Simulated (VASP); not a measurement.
# SiNi (P2_13) in VASP: a series of runs, part 2 of 2

VASP 6.6.1.

## 3. Relaxation of cell and atoms, PBEsol

This run uses another cell than the first one, of 11.16 Å³/atom.

INCAR

```
PREC     = Accurate       # precision mode
ENCUT    = 600            # plane-wave cutoff, eV
EDIFF    = 1E-6           # SCF threshold, eV
ISMEAR   = 0              # smearing method
SIGMA    = 0.1            # smearing width, eV
LREAL    = F              # projectors in reciprocal space
LASPH    = T              # aspherical terms in the spheres
NELM     = 60             # most SCF steps
ALGO     = Normal         # electronic algorithm
ISIF     = 3              # what is computed and relaxed
LWAVE    = F              # write WAVECAR
LCHARG   = F              # write CHGCAR
GGA      = PS             # functional
IBRION   = 2              # ionic algorithm
NSW      = 100            # ionic steps
EDIFFG   = -0.005         # ionic threshold
```

KPOINTS

```
Automatic mesh
0
Gamma
  8 8 8
```

POSCAR

```
SiNi
1.0
    4.4689358174      0.0000000000      0.0000000000
    0.0000000000      4.4689358174      0.0000000000
    0.0000000000      0.0000000000      4.4689358174
Si Ni
4 4
Direct
    0.8462669034      0.8462669034      0.8462669034
    0.6537330966      0.1537330966      0.3462669034
    0.3462669034      0.6537330966      0.1537330966
    0.1537330966      0.3462669034      0.6537330966
    0.1488310113      0.1488310113      0.1488310113
    0.3511689887      0.8511689887      0.6488310113
    0.6488310113      0.3511689887      0.8511689887
    0.8511689887      0.6488310113      0.3511689887
```

Potentials or basis: VASP PAW PBE potentials, release 64 (Si, Ni).

The run is started by

```console
> cat potpaw_PBE.64/Si/POTCAR potpaw_PBE.64/Ni/POTCAR > POTCAR
> mpirun -np 1 vasp_std > vasp.out
```

OUTCAR:

```text
PREC = Accurate
   ENCUT = 600
   EDIFF = 1E-6
   ISMEAR = 0
   LREAL = F
   LASPH = T
   NELM = 60
   ISIF = 3
   GGA = PS
   IBRION = 2
   NSW = 100
   EDIFFG = -0.005

 ion  position               nearest neighbor table
   1  0.846  0.846  0.846-   5 2.34   6 2.38   7 2.38   8 2.38   7 2.42   8 2.42   6 2.42   3 2.76
                             4 2.76   2 2.76   2 2.76   4 2.76   3 2.76
   2  0.654  0.154  0.346-   6 2.34   5 2.38   7 2.38   8 2.38   7 2.42   8 2.42   5 2.42   1 2.76
                             1 2.76   3 2.76   3 2.76   4 2.76   4 2.76
   3  0.346  0.654  0.154-   7 2.34   6 2.38   5 2.38   8 2.38   8 2.42   6 2.42   5 2.42   1 2.76
                             4 2.76   2 2.76   2 2.76   4 2.76   1 2.76
   4  0.154  0.346  0.654-   8 2.34   6 2.38   7 2.38   5 2.38   6 2.42   5 2.42   7 2.42   1 2.76
                             3 2.76   2 2.76   1 2.76   2 2.76   3 2.76
   5  0.149  0.149  0.149-   1 2.34   2 2.38   3 2.38   4 2.38   3 2.42   4 2.42   2 2.42   6 2.75
                             7 2.75   8 2.75   6 2.75   8 2.75   7 2.75
[... 342 lines left out ...]

 val. band max:       12.1420442662   @ k =   0.2500   0.2500   0.2500
 cond. band min:      12.2412093768   @ k =   0.2500   0.2500   0.0000
 fundamental gap:      0.0991651105
 Fermi energy:        12.1816403547

 k-point     1 :       0.0000    0.0000    0.0000
  band No.  band energies     occupation
      1      -2.2324      2.00000
      2       3.2630      2.00000
      3       3.2630      2.00000
      4       3.2630      2.00000
      5       5.7559      2.00000
      6       5.7559      2.00000
[... 853 lines left out ...]
     32      13.9132      0.00000
     33      14.3536      0.00000

 [... further k-points ...]

------------------------ aborting loop because EDIFF is reached ----------------------------------------

  FORCE on cell =-STRESS in cart. coord.  units (eV):
  Direction    XX          YY          ZZ          XY          YZ          ZX
  --------------------------------------------------------------------------------------
  -------------------------------------------------------------------------------------
  Total        0.0091344      0.0091344      0.0091344     -0.0000000      0.0000000      0.0000000
  in kB        0.1638826      0.1638826      0.1638826     -0.0000000      0.0000000      0.0000000
  external PRESSURE =       0.1638826 kB  Pullay stress =       0.0000000 kB
[... 23 lines left out ...]
  FREE ENERGIE OF THE ION-ELECTRON SYSTEM (eV)
  ---------------------------------------------------
  free  energy   TOTEN  =       -51.5889412039 eV

  energy  without entropy=      -51.5785944554  energy(sigma->0) =      -51.58376783

 reached required accuracy - stopping structural energy minimisation
```

OSZICAR:

```text
N       E                     dE             d eps       ncg     rms          rms(c)
DAV:   1     0.386309733642E+03    0.38631E+03   -0.27305E+04  2970   0.227E+03
DAV:   2    -0.240055492445E+02   -0.41032E+03   -0.40244E+03  2970   0.434E+02
[... 29 lines left out ...]
       N       E                     dE             d eps       ncg     rms          rms(c)
DAV:   1    -0.515890941415E+02   -0.18622E-03   -0.60152E-03  3424   0.698E-01    0.113E-01
DAV:   2    -0.515891808094E+02   -0.86668E-04   -0.33471E-03  3706   0.825E-01    0.118E-01
DAV:   3    -0.515889438002E+02    0.23701E-03   -0.12455E-03  3632   0.515E-01    0.192E-02
DAV:   4    -0.515889422604E+02    0.15397E-05   -0.46709E-05  3024   0.411E-02    0.785E-03
DAV:   5    -0.515889411425E+02    0.11180E-05   -0.23249E-06  2289   0.194E-02    0.392E-03
DAV:   6    -0.515889412039E+02   -0.61462E-07   -0.30857E-06  2045   0.111E-02
   4 F= -.51588941E+02 E0= -.51583768E+02  d E =-.339314E-04
```

CONTCAR:

```text
SiNi
   1.00000000000000
     4.4697763578094403   -0.0000000000000000    0.0000000000000000
    -0.0000000000000000    4.4697763578094403   -0.0000000000000000
    -0.0000000000000000    0.0000000000000000    4.4697763578094403
  Si              Ni
     4     4
Direct
     0.8464807595788727    0.8464807595788727    0.8464807595788727
     0.6535192404211273    0.1535192404211273    0.3464807595788726
     0.3464807595788726    0.6535192404211273    0.1535192404211273
     0.1535192404211273    0.3464807595788726    0.6535192404211273
     0.1489648614714448    0.1489648614714448    0.1489648614714448
     0.3510351385285552    0.8510351385285553    0.6489648614714447
     0.6489648614714447    0.3510351385285552    0.8510351385285553
     0.8510351385285553    0.6489648614714447    0.3510351385285552

  0.00000000E+00  0.00000000E+00  0.00000000E+00
  0.00000000E+00  0.00000000E+00  0.00000000E+00
  0.00000000E+00  0.00000000E+00  0.00000000E+00
  0.00000000E+00  0.00000000E+00  0.00000000E+00
  0.00000000E+00  0.00000000E+00  0.00000000E+00
  0.00000000E+00  0.00000000E+00  0.00000000E+00
  0.00000000E+00  0.00000000E+00  0.00000000E+00
  0.00000000E+00  0.00000000E+00  0.00000000E+00
```

Run time: 9 min. Hardware: 1 thread of Intel Xeon 8259CL, shared host; peak memory 0.3 GiB.

What came out:

| Item | Value |
| --- | --- |
| Free energy | -51.5889 eV |
| Relaxed volume | 11.16 Å³/atom |
| Relaxed cell | a = 4.470 Å, b = 4.470 Å, c = 4.470 Å, α = 90.00°, β = 90.00°, γ = 90.00° |
| Space group after relaxing (to 0.1 Å) | P2_13 (No. 198) |
| Energy gained by relaxing | 0.0 meV/atom |
| Ionic steps | 4 |
| Pressure after relaxing | 0.0 GPa |
| Largest force after relaxing | 0.004 eV/Å |
| Band gap on the k mesh | zero (bands 28 and 29 overlap by 1.23 eV) |

Forces in eV/Å, atoms in the order of the input:
```
Si  -0.001 -0.001 -0.001
Si   0.001  0.001 -0.001
Si  -0.001  0.001  0.001
Si   0.001 -0.001  0.001
Ni   0.002  0.002  0.002
Ni  -0.002 -0.002  0.002
Ni   0.002 -0.002 -0.002
Ni  -0.002  0.002 -0.002
```

Final structure:
```
Si Ni
1.0
     4.46978    0.00000    0.00000
     0.00000    4.46978    0.00000
     0.00000    0.00000    4.46978
Si Ni
4 4
Direct
  0.84648 0.84648 0.84648
  0.65352 0.15352 0.34648
  0.34648 0.65352 0.15352
  0.15352 0.34648 0.65352
  0.14896 0.14896 0.14896
  0.35104 0.85104 0.64896
  0.64896 0.35104 0.85104
  0.85104 0.64896 0.35104
```

Caveat: the PAW data sets were made with another functional, which shifts forces and pressure a little. Spin polarisation is off, so any magnetic state and its effect on volume and gap are missing.
